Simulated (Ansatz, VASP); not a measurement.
# MgO in VASP and in Ansatz

```
Mg O
1.0
     0.00000    2.10217    2.10217
     2.10217    0.00000    2.10217
     2.10217    2.10217    0.00000
Mg O
1 1
Cartesian
  0.0000 0.0000 0.0000
  2.1022 2.1022 2.1022
```

Alike in both runs: task single point; functional PBEsol; k mesh 8 × 8 × 8; occupations methfessel-paxton of order 1, width 0.2 eV; no spin polarisation.

|  | VASP | Ansatz |
| --- | --- | --- |
| version | VASP 6.6.1 | Ansatz 0.2.0 |
| potentials or method | VASP PAW PBE potentials, release 64 (Mg, O) | plane waves |
| plane-wave cutoff (eV) | 600 | 420 |
| valence electrons in the cell | 8 | 16 |

VASP gave:

| Item | Value |
| --- | --- |
| gap on the k mesh at the Fermi level (eV) | 4.69 |
| pressure (GPa) | 0.4 |

Estimate Ansatz's values.

gap on the k mesh at the Fermi level (eV): 4.69; pressure (GPa): 1.1.

VASP's potentials were made for PBE, not for PBEsol. VASP's potentials hold 8 valence electrons a cell and Ansatz's 16, so a difference there can come from the potentials and not from the codes.
